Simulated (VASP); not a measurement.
# MgO (P6_3mc) in VASP: notebook

Runs on MgO. Level: PBEsol. Tasks: single point.

Everything below comes from runs of VASP 6.6.1. Logs are shortened: lines on timing, memory, paths and dates and some standing lists are left out, and cuts for length are marked.

## 1. The cell of the first run

It takes space group P6_3mc (No. 186, hexagonal). The conventional cell has a = 3.072 Å, b = 3.072 Å, c = 4.819 Å, α = 90.00°, β = 90.00°, γ = 120.00°. Mg (site symmetry 3m) has 4 O at 1.84 to 1.91 Å within 2.4 Å. O (site symmetry 3m) has 4 Mg at 1.84 to 1.91 Å within 2.4 Å.

## 2. Single point, PBEsol

INCAR

```
ALGO = Normal ; EDIFF = 1E-6
ENCUT = 520 ; GGA = PS
ISIF = 2 ; ISMEAR = 0
LASPH = True ; LCHARG = True
LELF = True ; LREAL = False
LVHAR = True ; LWAVE = False
NBANDS = 16 ; NELM = 100
PREC = Accurate ; SIGMA = 0.05
```

KPOINTS

```
k-points
0
Gamma
  9 9 6
```

POSCAR

```
MgO
1.0
    3.0722000000      0.0000000000      0.0000000000
   -1.5361000000      2.6606032455      0.0000000000
    0.0000000000      0.0000000000      4.8186000000
Mg O
2 2
Direct
    0.3333333333      0.6666666667      0.0036583380
    0.6666666667      0.3333333333      0.5036583380
    0.3333333333      0.6666666667      0.4009416620
    0.6666666667      0.3333333333      0.9009416620
```

Potentials or basis: VASP PAW PBE potentials, release 64 (Mg, O).

Command:

```console
> cat potpaw_PBE.64/Mg/POTCAR potpaw_PBE.64/O/POTCAR > POTCAR
> mpirun -np 1 vasp_std > vasp.out
```

OUTCAR:

```text
EDIFF = 1E-6
   ENCUT = 520
   GGA = PS
   ISIF = 2
   ISMEAR = 0
   LASPH = True
   LREAL = False
   NELM = 100
   PREC = Accurate

 ion  position               nearest neighbor table
   1  0.333  0.667  0.004-   4 1.84   4 1.84   4 1.84   3 1.91   2 2.99   2 2.99   2 2.99   2 2.99
                             2 2.99   2 2.99
   2  0.667  0.333  0.504-   3 1.84   3 1.84   3 1.84   4 1.91   1 2.99   1 2.99   1 2.99   1 2.99
                             1 2.99   1 2.99
   3  0.333  0.667  0.401-   2 1.84   2 1.84   2 1.84   1 1.91
   4  0.667  0.333  0.901-   1 1.84   1 1.84   1 1.84   2 1.91

  LATTYP: Found a hexagonal cell.
 ALAT       =     3.0722000000
 C/A-ratio  =     1.5684525747

  Lattice vectors:

 A1 = (   3.0722000000,   0.0000000000,   0.0000000000)
 A2 = (  -1.5361000000,   2.6606032455,   0.0000000000)
 A3 = (   0.0000000000,   0.0000000000,   4.8186000000)

Analysis of symmetry for initial positions (statically):
=====================================================================
 Subroutine PRICEL returns:
 Original cell was already a primitive cell.

 Routine SETGRP: Setting up the symmetry group for a
 hexagonal supercell.

 Subroutine GETGRP returns: Found 12 space group operations
 (whereof  6 operations were pure point group operations)
 out of a pool of 24 trial point group operations.

The static configuration has the point symmetry C_3v.
 The point group associated with its full space group is C_6v.

Analysis of symmetry for dynamics (positions and initial velocities):
=====================================================================
 Subroutine PRICEL returns:
 Original cell was already a primitive cell.

 Routine SETGRP: Setting up the symmetry group for a
 hexagonal supercell.

 Subroutine GETGRP returns: Found 12 space group operations
 (whereof  6 operations were pure point group operations)
 out of a pool of 24 trial point group operations.

The dynamic configuration has the point symmetry C_3v.
 The point group associated with its full space group is C_6v.

 Subroutine INISYM returns: Found 12 space group operations
 (whereof  6 operations are pure point group operations),
 and found     1 'primitive' translations

----------------------------------------------------------------------------------------

                                     Primitive cell

  volume of cell :      39.3868

  direct lattice vectors                    reciprocal lattice vectors
     3.072200000  0.000000000  0.000000000     0.325499642  0.187927306  0.000000000
    -1.536100000  2.660603245  0.000000000     0.000000000  0.375854612  0.000000000
     0.000000000  0.000000000  4.818600000     0.000000000  0.000000000  0.207529158

  length of vectors
     3.072200000  3.072200000  4.818600000     0.375854612  0.375854612  0.207529158

  position of ions in fractional coordinates (direct lattice)
     0.333333333  0.666666667  0.003658338
     0.666666667  0.333333333  0.503658338
     0.333333333  0.666666667  0.400941662
     0.666666667  0.333333333  0.900941662

  ion indices of the primitive-cell ions
   primitive index   ion index
                 1           1
                 2           2
                 3           3
                 4           4

----------------------------------------------------------------------------------------

 KPOINTS: k-points

Automatic generation of k-mesh.
 Grid dimensions read from file:
 generate k-points for:    9    9    6

 Generating k-lattice:

  Cartesian coordinates                     Fractional coordinates (reciprocal lattice)
     0.036166627  0.020880812  0.000000000     0.111111111  0.000000000  0.000000000
     0.000000000  0.041761624  0.000000000     0.000000000  0.111111111  0.000000000
     0.000000000  0.000000000  0.034588193     0.000000000  0.000000000  0.166666667

  Length of vectors
     0.041761624  0.041761624  0.034588193

  Shift w.r.t. Gamma in fractional coordinates (k-lattice)
     0.000000000  0.000000000  0.000000000

 Subroutine IBZKPT returns following result:
 ===========================================

 Found     48 irreducible k-points:

 Following reciprocal coordinates:
            Coordinates               Weight
  0.000000  0.000000  0.000000      1.000000
  0.111111  0.000000  0.000000      6.000000
  0.222222  0.000000  0.000000      6.000000
  0.333333 -0.000000  0.000000      6.000000
  0.444444  0.000000  0.000000      6.000000
  0.111111  0.111111  0.000000      6.000000
[... 16 lines left out ...]
  0.333333  0.222222  0.166667     24.000000
  0.333333  0.333333  0.166667      4.000000
 [... further k-points ...]
   k-points           NKPTS =     48   k-points in BZ     NKDIM =     48   number of bands    NBANDS=     16
   number of dos      NEDOS =    301   number of ions     NIONS =      4
   total plane-waves  NPLWV =  20736
   dimension x,y,z NGX =    24 NGY =   24 NGZ =   36
   dimension x,y,z NGXF=    48 NGYF=   48 NGZF=   72
   ions per type =               2   2
   NGX,Y,Z   is equivalent  to a cutoff of  12.99, 12.99, 12.42 a.u.
   NGXF,Y,Z  is equivalent  to a cutoff of  25.97, 25.97, 24.84 a.u.
 SYSTEM =  unknown system
   PREC   = accura    normal or accurate (medium, high low for compatibility)
   ISTART =      0    job   : 0-new  1-cont  2-samecut
   ICHARG =      2    charge: 1-file 2-atom 10-const
   ISPIN  =      1    spin polarized calculation?
   LNONCOLLINEAR =      F non collinear calculations
   LSORBIT =      F    spin-orbit coupling
   LASPH  =      T    aspherical Exc in radial PAW
   ENCUT  =  520.0 eV  38.22 Ry    6.18 a.u.   5.71  5.71  8.96*2*pi/ulx,y,z
   NELM   =    100;   NELMIN=  2; NELMDL= -5     # of ELM steps
   EDIFF  = 0.1E-05   stopping-criterion for ELM
   LREAL  =      F    real-space projection
   EDIFFG = 0.1E-04   stopping-criterion for IOM
   NSW    =      0    number of steps for IOM
   IBRION =     -1    ionic relax: 0-MD 1-quasi-New 2-CG
   NFREE  =      0    steps in history (QN), initial steepest desc. (CG)
   ISIF   =      2    stress and relaxation
   ISYM   =      2    0-nonsym 1-usesym 2-fastsym
   POTIM  = 0.5000    time-step for ionic-motion
   TEBEG  =    0.0;   TEEND  =   0.0 temperature during run
   PSTRESS=    0.0 pullay stress
   NELECT =      16.0000    total number of electrons
   NUPDOWN=      -1.0000    fix difference up-down
   EMIN   =  10.00;   EMAX   =-10.00  energy-range for DOS
   EFERMI =   0.00;   METHOD = LEGACY
   ISMEAR =     0;   SIGMA  =   0.05  broadening in eV -4-tet -1-fermi 0-gaus
   EFERMI_NEDOS =   21; number of points for ismear=-14 and -15
   IALGO  =     38    algorithm
   IMIX   =      4    mixing-type and parameters
     AMIX     =   0.40;   BMIX     =  1.00
     AMIX_MAG =   1.60;   BMIX_MAG =  1.00
  volume/ion in A,a.u.               =       9.85        66.45
  Fermi-wavevector in a.u.,A,eV,Ry     =   1.212452  2.291203 20.001117  1.470041
  Thomas-Fermi vector in A             =   2.347936
   LORBIT       =      0    0 simple, 1 ext, 2 COOP (PROOUT), +10 PAW based schemes
   GGA     = PS    functional components
   LHFCALC =     F    Hartree Fock is set to
   AEXX    =    0.0000 exact exchange contribution
   IVDW    =     0    specifies the selected vdW correction
   LEPSILON=     F    determine dielectric tensor
   LRPA    =     F    only Hartree local field effects (RPA)
 non-spin polarized calculation
 Gauss-broadening in eV      SIGMA  =   0.05
  energy-cutoff  :      520.00
  volume of cell :       39.39
 maximum number of plane-waves:      1085
 NGX is ok and might be reduce to    24
   NGX = 11   NGY = 11   NGZ = 17

 number of electron      15.9999994 magnetization

 Free energy of the ion-electron system (eV)
  ---------------------------------------------------
  ext. energy  EPLUGINS =         0.00000000
  ---------------------------------------------------
  free energy    TOTEN  =       -23.78714062 eV

  energy without entropy =      -23.78714062  energy(sigma->0) =      -23.78714062

 E-fermi :   2.3182     XC(G=0): -10.8047

 val. band max:        2.0131296944   @ k =   0.0000   0.0000   0.0000
 cond. band min:       6.5385500151   @ k =   0.0000   0.0000   0.0000
 fundamental gap:      4.5254203207
 Fermi energy:         2.3181698632

 k-point     1 :       0.0000    0.0000    0.0000
  band No.  band energies     occupation
      1     -14.7302      2.00000
      2     -13.6327      2.00000
      3      -1.8881      2.00000
      4       1.3251      2.00000
      5       1.3251      2.00000
      6       1.6231      2.00000
[... 8 lines left out ...]
     15      20.7808      0.00000
     16      20.7808      0.00000

 k-point     2 :       0.1111    0.0000    0.0000
  band No.  band energies     occupation
      1     -14.6381      2.00000
      2     -13.5943      2.00000
      3      -1.7410      2.00000
      4       0.9419      2.00000
      5       1.2168      2.00000
      6       1.2309      2.00000
[... 8 lines left out ...]
     15      20.3105      0.00000
     16      20.3165      0.00000

 k-point     3 :       0.2222    0.0000    0.0000
  band No.  band energies     occupation
      1     -14.3893      2.00000
      2     -13.5039      2.00000
      3      -1.3271      2.00000
      4      -0.0315      2.00000
      5       0.5508      2.00000
      6       1.0405      2.00000
[... 8 lines left out ...]
     15      19.3215      0.00000
     16      19.5592      0.00000

 k-point     4 :       0.3333   -0.0000    0.0000
  band No.  band energies     occupation
      1     -14.0646      2.00000
      2     -13.4251      2.00000
      3      -0.9924      2.00000
      4      -0.6988      2.00000
      5      -0.0605      2.00000
      6       0.8603      2.00000
[... 8 lines left out ...]
     15      18.7660      0.00000
     16      19.9215      0.00000
[... 324 lines left out ...]
 k-point    22 :       0.2222    0.2222    0.1667
  band No.  band energies     occupation
      1     -13.8704      2.00000
      2     -13.4362      2.00000
      3      -1.0022      2.00000
      4      -0.8243      2.00000
      5       0.2999      2.00000
      6       0.4789      2.00000
[... 8 lines left out ...]
     15      18.1325      0.00000
     16      20.8529      0.00000

 k-point    23 :       0.3333    0.2222    0.1667
  band No.  band energies     occupation
      1     -13.6519      2.00000
      2     -13.4400      2.00000
      3      -1.2540      2.00000
      4      -0.5889      2.00000
      5      -0.0445      2.00000
      6       0.5970      2.00000
[... 8 lines left out ...]
     15      17.7696      0.00000
     16      21.0789      0.00000

 k-point    24 :       0.3333    0.3333    0.1667
  band No.  band energies     occupation
      1     -13.5090      2.00000
      2     -13.5090      2.00000
      3      -1.0948      2.00000
      4      -0.3853      2.00000
      5      -0.3853      2.00000
      6       0.3136      2.00000
[... 8 lines left out ...]
     15      17.2098      0.00000
     16      22.3399      0.00000

 [... further k-points ...]
[... 5 lines left out ...]
  --------------------------------------------------------------------------------------
  -------------------------------------------------------------------------------------
  Total        9.6932047      9.6932047      5.6727752      0.0000000      0.0000000     -0.0000000
  in kB      394.3006452    394.3006452    230.7574230      0.0000000      0.0000000     -0.0000000
  external PRESSURE =     339.7862378 kB  Pullay stress =       0.0000000 kB

 VOLUME and BASIS-vectors are now :
 -----------------------------------------------------------------------------
  energy-cutoff  :      520.00
  volume of cell :       39.39
      direct lattice vectors                 reciprocal lattice vectors
     3.072200000  0.000000000  0.000000000     0.325499642  0.187927306  0.000000000
    -1.536100000  2.660603245  0.000000000     0.000000000  0.375854612  0.000000000
     0.000000000  0.000000000  4.818600000     0.000000000  0.000000000  0.207529158

 POSITION                                       TOTAL-FORCE (eV/Angst)
 -----------------------------------------------------------------------------------
     -0.00000      1.77374      0.01763        -0.000000      0.000000      0.413930
      1.53610      0.88687      2.42693         0.000000     -0.000000      0.413930
     -0.00000      1.77374      1.93198        -0.000000      0.000000     -0.413930
      1.53610      0.88687      4.34128         0.000000     -0.000000     -0.413930
 -----------------------------------------------------------------------------------
    total drift:                               -0.000000      0.000000     -0.000788

  FREE ENERGIE OF THE ION-ELECTRON SYSTEM (eV)
  ---------------------------------------------------
  free  energy   TOTEN  =       -23.7871406157 eV

  energy  without entropy=      -23.7871406157  energy(sigma->0) =      -23.78714062
```

Wall time 16 s (1 thread of AMD EPYC 9R45 (Zen 5), shared host); peak memory 0.13 GiB.

What came out:

- Free energy: -23.7871 eV
- Pressure: 34.0 GPa
- Largest force: 0.414 eV/Å
- Band gap on the k mesh: 4.53 eV, direct

Forces in eV/Å, atoms in the order of the input:
```
Mg   0.000  0.000  0.414
Mg   0.000  0.000  0.414
O    0.000  0.000 -0.414
O    0.000  0.000 -0.414
```

Stress tensor (GPa, compression positive):
```
39.43  0.00  0.00
 0.00 39.43  0.00
 0.00  0.00 23.08
```

Caveat: the PAW data sets were made with another functional, which shifts forces and pressure a little.

## 3. Single point, PBEsol

This run uses another cell than the first one, of 10.05 Å³/atom, 1.021 times its volume.

INCAR

```
  PREC = Accurate
  ENCUT = 520
  EDIFF = 1E-6
  ISMEAR = 0
  SIGMA = 0.05
  LREAL = F
  LASPH = T
  NELM = 80
  ALGO = Normal
  ISIF = 2
  LWAVE = F
  LCHARG = T
  GGA = PS
  LELF = T
  LVHAR = T
  NBANDS = 16
```

KPOINTS

```
Automatic mesh
0
Gamma
  9 9 6
```

POSCAR: that of step 2 with these lines changed.

```diff
@@ -4,3 +4,3 @@
    -1.5361000000      2.6606032455      0.0000000000
-    0.0000000000      0.0000000000      4.8186000000
+    0.0000000000      0.0000000000      4.9190000000
 Mg O
```

Potentials or basis: VASP PAW PBE potentials, release 64 (Mg, O).

Command:

```console
> cat potpaw_PBE.64/Mg/POTCAR potpaw_PBE.64/O/POTCAR > POTCAR
> mpirun -np 1 vasp_std > vasp.out
```

Wall time 19 s (1 thread of AMD EPYC 9R45 (Zen 5), shared host); peak memory 0.14 GiB.

Results (log left out):

```
Free energy            : -23.8864 eV
Pressure               : 29.9 GPa
Largest force          : 0.731 eV/Å
Band gap on the k mesh : 4.44 eV, direct
```

Forces in eV/Å, atoms in the order of the input:
```
Mg   0.000  0.000  0.731
Mg   0.000  0.000  0.731
O    0.000  0.000 -0.731
O    0.000  0.000 -0.731
```

Stress tensor (GPa, compression positive):
```
37.06  0.00  0.00
 0.00 37.06  0.00
 0.00  0.00 15.47
```

Levels at points of the mesh, in eV from the valence-band top:
```tsv
k point	band 4	band 5	band 6	band 7	band 8	band 9	band 10	band 11	band 12	band 13
(0.00, 0.00, 0.00)	-0.58	-0.58	-0.31	-0.31	0.00	4.44	9.88	11.36	15.91	15.91
(0.00, 0.00, 0.50)	-2.28	-0.45	-0.45	-0.45	-0.45	7.07	7.07	14.28	14.28	16.54
```

Caveat: the PAW data sets were made with another functional, which shifts forces and pressure a little.

(Part 1 of 2 ends here.)
